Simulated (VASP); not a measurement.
# Pd: single point with PBEsol

Pd:

```
CELL_PARAMETERS angstrom
3.19091 1.84227 5.44178
-3.19091 1.84227 5.44178
0.00000 -3.68454 5.44178
ATOMIC_POSITIONS crystal
Pd 0.01019 0.65361 0.01019
Pd 0.01019 0.01019 0.65361
Pd 0.65361 0.01019 0.01019
Pd 0.98981 0.34639 0.98981
Pd 0.34639 0.98981 0.98981
Pd 0.98981 0.98981 0.34639
Pd 0.22118 0.63060 0.22118
Pd 0.22118 0.22118 0.63060
Pd 0.63060 0.22118 0.22118
Pd 0.77882 0.36940 0.77882
Pd 0.36940 0.77882 0.77882
Pd 0.77882 0.77882 0.36940
```

* Program: VASP 6.6.1
* Task: single point
* Functional: PBEsol
* Potentials or basis: VASP PAW PBE potentials, release 64 (Pd)
* Cutoff: 520 eV
* k mesh: 6 × 6 × 6
* Occupations: gaussian, width 0.1 eV
* Spin: no spin polarisation
* Dipole correction: no
* Further INCAR settings: ALGO = Fast; EDIFF = 1e-07; NBANDS = 72

```yaml
Pressure: 70.5 GPa
Largest_force: 8.047 eV/Å
Band_gap_on_the_k_mesh: zero (bands 60 and 61 overlap by 0.53 eV)
```

Forces in eV/Å, atoms in the order of the input:
```
Pd   3.392 -1.959 -1.790
Pd   0.000  3.917 -1.790
Pd  -3.392 -1.959 -1.790
Pd  -3.392  1.959  1.790
Pd   3.392  1.959  1.790
Pd   0.000 -3.917  1.790
Pd   6.820 -3.938  1.653
Pd   0.000  7.875  1.653
Pd  -6.820 -3.938  1.653
Pd  -6.820  3.938 -1.653
Pd   6.820  3.938 -1.653
Pd   0.000 -7.875 -1.653
```

Stress tensor (GPa, compression positive):
```
66.88  0.00  0.00
 0.00 66.88  0.00
 0.00  0.00 77.65
```

Levels at points of the mesh, in eV from the Fermi level:
```
           k point  band 57  band 58  band 59  band 60  band 61  band 62  band 63  band 64
(0.00, 0.00, 0.00)     0.08     0.08     0.47     0.47     0.50     0.66     0.76     0.99
(0.50, 0.00, 0.00)    -0.17    -0.13    -0.10     0.04     0.05     0.11     0.29     0.66
(0.50, 0.50, 0.00)    -0.53    -0.42    -0.24    -0.15    -0.03     0.19     0.22     0.23
(0.50, 0.50, 0.50)    -0.10    -0.10     0.05     0.05     0.24     0.27     0.29     0.29
```

Wall time 7.9 min on 1 thread of AMD EPYC 9R45 96-Core Processor (Zen 5), on a shared host, peak memory 0.49 GiB.

Caveat: the stress differs along the axes, from 67 to 78 GPa; the PAW data sets were made with another functional, which shifts forces and pressure a little.
